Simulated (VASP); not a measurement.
# V (Im-3m) in VASP: single point with PBE

Aim: the single point of V with PBE.

All numbers are computed with VASP 6.6.1; they aren't measurements. Logs are shortened: lines on timing, memory, paths and dates and some standing lists are left out, and cuts for length are marked.

## Step 1: The cell of the first run

The structure is cubic, space group Im-3m (No. 229). The conventional cell has a = 3.026 Å, b = 3.026 Å, c = 3.026 Å, α = 90.00°, β = 90.00°, γ = 90.00°. Within 3.5 Å of V (site symmetry m-3m) lie 14 V at 2.62 to 3.03 Å.

## Step 2: Single point, PBE, collinear spin, ferromagnetic start

The input, POSCAR:

```
V
1.0
   -1.5130000000      1.5130000000      1.5130000000
    1.5130000000     -1.5130000000      1.5130000000
    1.5130000000      1.5130000000     -1.5130000000
V
1
Direct
    0.0000000000      0.0000000000      0.0000000000
```

The input, INCAR.step1:

```
SYSTEM = V
PREC = Accurate ; ENCUT = 520
EDIFF = 1E-6 ; ISMEAR = -1
SIGMA = 0.03 ; LREAL = .False.
LASPH = .True. ; NELM = 150
ALGO = Normal ; ISIF = 2
LWAVE = .False. ; LCHARG = .True.
ISPIN = 2 ; MAGMOM = 1.5
LMAXMIX = 4 ; GGA = PE
NBANDS = 16
```

The input, KPOINTS.step1:

```
Automatic mesh
0
Gamma
  15 15 15
  0 0 0
```

The input, INCAR.step2:

```
SYSTEM = V
PREC = Accurate ; ENCUT = 520
EDIFF = 1E-6 ; ISMEAR = -5
SIGMA = 0.03 ; LREAL = .False.
LASPH = .True. ; NELM = 150
ALGO = Normal ; ISIF = 2
LWAVE = .False. ; LCHARG = .False.
ISPIN = 2 ; MAGMOM = 1.5
LORBIT = 10 ; LMAXMIX = 4
GGA = PE ; NBANDS = 16
NEDOS = 1001 ; ICHARG = 11
```

The input, KPOINTS.step2:

```
Automatic mesh
0
Gamma
  23 23 23
  0 0 0
```

Potentials or basis: VASP PAW PBE potentials, release 64 (V_sv).

Started as:

```bash
> cat potpaw_PBE.64/V_sv/POTCAR > POTCAR
> cp INCAR.step1 INCAR
> cp KPOINTS.step1 KPOINTS
> mpirun -np 1 vasp_std > vasp.out
> cp INCAR.step2 INCAR
> cp KPOINTS.step2 KPOINTS
> mpirun -np 1 vasp_std > vasp.out
```

OUTCAR:

```text
SYSTEM = V
   PREC = Accurate
   ENCUT = 520
   EDIFF = 1E-6
   ISMEAR = -5
   LREAL = .False.
   LASPH = .True.
   NELM = 150
   ISIF = 2
   ISPIN = 2
   LORBIT = 10
   GGA = PE
   ICHARG = 11

 ion  position               nearest neighbor table
   1  0.000  0.000  0.000-

  LATTYP: Found a body centered cubic cell.
 ALAT       =     3.0260000000

  Lattice vectors:

 A1 = (  -1.5130000000,   1.5130000000,   1.5130000000)
 A2 = (   1.5130000000,  -1.5130000000,   1.5130000000)
 A3 = (   1.5130000000,   1.5130000000,  -1.5130000000)

Analysis of symmetry for initial positions (statically):
=====================================================================
 Subroutine PRICEL returns:
 Original cell was already a primitive cell.

 Routine SETGRP: Setting up the symmetry group for a
 body centered cubic supercell.

 Subroutine GETGRP returns: Found 48 space group operations
 (whereof 48 operations were pure point group operations)
 out of a pool of 48 trial point group operations.

The static configuration has the point symmetry O_h .

Analysis of symmetry for dynamics (positions and initial velocities):
=====================================================================
 Subroutine PRICEL returns:
 Original cell was already a primitive cell.

 Routine SETGRP: Setting up the symmetry group for a
 body centered cubic supercell.

 Subroutine GETGRP returns: Found 48 space group operations
 (whereof 48 operations were pure point group operations)
 out of a pool of 48 trial point group operations.

The dynamic configuration has the point symmetry O_h .

Analysis of structural, dynamic, and magnetic symmetry:
=====================================================================
 Subroutine PRICEL returns:
 Original cell was already a primitive cell.

 Routine SETGRP: Setting up the symmetry group for a
 body centered cubic supercell.

 Subroutine GETGRP returns: Found 48 space group operations
 (whereof 48 operations were pure point group operations)
 out of a pool of 48 trial point group operations.

The overall configuration has the point symmetry O_h .

 Subroutine INISYM returns: Found 48 space group operations
 (whereof 48 operations are pure point group operations),
 and found     1 'primitive' translations

----------------------------------------------------------------------------------------

                                     Primitive cell

  volume of cell :      13.8541

  direct lattice vectors                    reciprocal lattice vectors
    -1.513000000  1.513000000  1.513000000     0.000000000  0.330469266  0.330469266
     1.513000000 -1.513000000  1.513000000     0.330469266  0.000000000  0.330469266
     1.513000000  1.513000000 -1.513000000     0.330469266  0.330469266  0.000000000

  length of vectors
     2.620592872  2.620592872  2.620592872     0.467354118  0.467354118  0.467354118

  position of ions in fractional coordinates (direct lattice)
     0.000000000  0.000000000  0.000000000

  ion indices of the primitive-cell ions
   primitive index   ion index
                 1           1

----------------------------------------------------------------------------------------

 KPOINTS: Automatic mesh

Automatic generation of k-mesh.
 Grid dimensions read from file:
 generate k-points for:   23   23   23

 Generating k-lattice:

  Cartesian coordinates                     Fractional coordinates (reciprocal lattice)
     0.000000000  0.014368229  0.014368229     0.043478261  0.000000000  0.000000000
     0.014368229  0.000000000  0.014368229     0.000000000  0.043478261  0.000000000
     0.014368229  0.014368229  0.000000000     0.000000000  0.000000000  0.043478261

  Length of vectors
     0.020319744  0.020319744  0.020319744

  Shift w.r.t. Gamma in fractional coordinates (k-lattice)
     0.000000000  0.000000000  0.000000000

 TETIRR: Found  14515 inequivalent tetrahedra from    73002

 Subroutine IBZKPT returns following result:
 ===========================================

 Found    364 irreducible k-points:

 Following reciprocal coordinates:
            Coordinates               Weight
  0.000000  0.000000  0.000000      1.000000
  0.043478  0.000000  0.000000     12.000000
  0.086957  0.000000  0.000000     12.000000
  0.130435  0.000000  0.000000     12.000000
  0.173913  0.000000  0.000000     12.000000
  0.217391  0.000000  0.000000     12.000000
[... 16 lines left out ...]
  0.478261  0.043478  0.000000     24.000000
  0.086957  0.086957  0.000000     24.000000
 [... further k-points ...]
   k-points           NKPTS =    364   k-points in BZ     NKDIM =    364   number of bands    NBANDS=     16
   number of dos      NEDOS =   1001   number of ions     NIONS =      1
   total plane-waves  NPLWV =   8000
   dimension x,y,z NGX =    20 NGY =   20 NGZ =   20
   dimension x,y,z NGXF=    40 NGYF=   40 NGZF=   40
   ions per type =               1
   NGX,Y,Z   is equivalent  to a cutoff of  12.69, 12.69, 12.69 a.u.
   NGXF,Y,Z  is equivalent  to a cutoff of  25.38, 25.38, 25.38 a.u.
 SYSTEM =  V
   PREC   = accura    normal or accurate (medium, high low for compatibility)
   ISTART =      0    job   : 0-new  1-cont  2-samecut
   ICHARG =     11    charge: 1-file 2-atom 10-const
   ISPIN  =      2    spin polarized calculation?
   LNONCOLLINEAR =      F non collinear calculations
   LSORBIT =      F    spin-orbit coupling
   LASPH  =      T    aspherical Exc in radial PAW
   ENCUT  =  520.0 eV  38.22 Ry    6.18 a.u.   4.87  4.87  4.87*2*pi/ulx,y,z
   NELM   =    150;   NELMIN=  2; NELMDL=  0     # of ELM steps
   EDIFF  = 0.1E-05   stopping-criterion for ELM
   LREAL  =      F    real-space projection
   EDIFFG = 0.1E-04   stopping-criterion for IOM
   NSW    =      0    number of steps for IOM
   IBRION =     -1    ionic relax: 0-MD 1-quasi-New 2-CG
   NFREE  =      0    steps in history (QN), initial steepest desc. (CG)
   ISIF   =      2    stress and relaxation
   ISYM   =      2    0-nonsym 1-usesym 2-fastsym
   POTIM  = 0.5000    time-step for ionic-motion
   TEBEG  =    0.0;   TEEND  =   0.0 temperature during run
   PSTRESS=    0.0 pullay stress
   NELECT =      13.0000    total number of electrons
   NUPDOWN=      -1.0000    fix difference up-down
   EMIN   =  10.00;   EMAX   =-10.00  energy-range for DOS
   EFERMI =   0.00;   METHOD = LEGACY
   ISMEAR =    -5;   SIGMA  =   0.03  broadening in eV -4-tet -1-fermi 0-gaus
   EFERMI_NEDOS =   21; number of points for ismear=-14 and -15
   IALGO  =     38    algorithm
   IMIX   =      4    mixing-type and parameters
     AMIX     =   0.40;   BMIX     =  1.00
     AMIX_MAG =   1.60;   BMIX_MAG =  1.00
  volume/ion in A,a.u.               =      13.85        93.49
  Fermi-wavevector in a.u.,A,eV,Ry     =   1.602742  3.028744 34.950411  2.568783
  Thomas-Fermi vector in A             =   2.699515
   LORBIT       =     10    0 simple, 1 ext, 2 COOP (PROOUT), +10 PAW based schemes
   GGA     = PE    functional components
   LHFCALC =     F    Hartree Fock is set to
   AEXX    =    0.0000 exact exchange contribution
   IVDW    =     0    specifies the selected vdW correction
   LEPSILON=     F    determine dielectric tensor
   LRPA    =     F    only Hartree local field effects (RPA)
 spin polarized calculation
 Fermi weights with tetrahedron method with Bloechl corrections
  energy-cutoff  :      520.00
  volume of cell :       13.85
 maximum number of plane-waves:       386

 number of electron      12.9999996 magnetization       0.0005324

 Free energy of the ion-electron system (eV)
  ---------------------------------------------------
  ext. energy  EPLUGINS =         0.00000000
  ---------------------------------------------------
  free energy    TOTEN  =        -8.98583944 eV

  energy without entropy =       -8.98583944  energy(sigma->0) =       -8.98583944

 E-fermi :   9.3572     XC(G=0): -12.7519

 val. band max:        9.3871588372   @ k =  -0.2174   0.2174   0.2174
 cond. band min:       9.3684083293   @ k =  -0.4783  -0.4783   0.1739
 fundamental gap:     -0.0187505079
 Fermi energy:         9.3571769540

 spin component 1

 k-point     1 :       0.0000    0.0000    0.0000
  band No.  band energies     occupation
      1     -54.3862      1.00000
      2     -27.7307      1.00000
      3     -27.7307      1.00000
      4     -27.7307      1.00000
      5       2.8373      1.00000
      6       9.7707      0.00000
[... 8 lines left out ...]
     15      36.4288      0.00000
     16      40.4702      0.00000
[... 419 lines left out ...]
 k-point    24 :       0.0870    0.0870    0.0000
  band No.  band energies     occupation
      1     -54.3499      1.00000
      2     -27.9074      1.00000
      3     -27.7710      1.00000
      4     -27.7461      1.00000
      5       3.6969      1.00000
      6       9.4834     -0.04257
[... 8 lines left out ...]
     15      35.1169      0.00000
     16      37.7582      0.00000

 [... further k-points ...]

 spin component 2

 k-point     1 :       0.0000    0.0000    0.0000
  band No.  band energies     occupation
      1     -54.3858      1.00000
      2     -27.7302      1.00000
      3     -27.7302      1.00000
      4     -27.7302      1.00000
      5       2.8375      1.00000
      6       9.7713      0.00000
[... 8 lines left out ...]
     15      36.4289      0.00000
     16      40.4707      0.00000
[... 419 lines left out ...]
 k-point    24 :       0.0870    0.0870    0.0000
  band No.  band energies     occupation
      1     -54.3494      1.00000
      2     -27.9070      1.00000
      3     -27.7706      1.00000
      4     -27.7456      1.00000
      5       3.6971      1.00000
      6       9.4840     -0.04303
[... 8 lines left out ...]
     15      35.1172      0.00000
     16      37.7585      0.00000

 [... further k-points ...]

------------------------ aborting loop because EDIFF is reached ----------------------------------------

  FORCE on cell =-STRESS in cart. coord.  units (eV):
  Direction    XX          YY          ZZ          XY          YZ          ZX
  --------------------------------------------------------------------------------------
  -------------------------------------------------------------------------------------
  Total       -0.5630705     -0.5630705     -0.5630705     -0.0000000      0.0000000     -0.0000000
  in kB      -65.1173300    -65.1173300    -65.1173300     -0.0000000      0.0000000     -0.0000000
  external PRESSURE =     -65.1173300 kB  Pullay stress =       0.0000000 kB

 VOLUME and BASIS-vectors are now :
 -----------------------------------------------------------------------------
  energy-cutoff  :      520.00
  volume of cell :       13.85
      direct lattice vectors                 reciprocal lattice vectors
    -1.513000000  1.513000000  1.513000000     0.000000000  0.330469266  0.330469266
     1.513000000 -1.513000000  1.513000000     0.330469266  0.000000000  0.330469266
     1.513000000  1.513000000 -1.513000000     0.330469266  0.330469266  0.000000000

 POSITION                                       TOTAL-FORCE (eV/Angst)
 -----------------------------------------------------------------------------------
      0.00000      0.00000      0.00000         0.000000     -0.000000      0.000000
 -----------------------------------------------------------------------------------
    total drift:                               -0.000000     -0.000000      0.000000

  FREE ENERGIE OF THE ION-ELECTRON SYSTEM (eV)
  ---------------------------------------------------
  free  energy   TOTEN  =        -8.9858394436 eV

  energy  without entropy=       -8.9858394436  energy(sigma->0) =       -8.98583944

 total charge

# of ion       s       p       d       tot
------------------------------------------
    1        2.333   6.214   3.055  11.602

 magnetization (x)

# of ion       s       p       d       tot
------------------------------------------
    1        0.000   0.000   0.000   0.000
```

Wall time 86 s (1 thread of Intel Xeon Platinum 8375C at 2.90GHz (Ice Lake), shared host); peak memory 0.3 GiB.

What came out:

- Net moment: 0.00 μB per cell
- Valence electrons inside the program's atomic spheres: V 11.60

Caveat: the moments typed at the start vanished in this run.
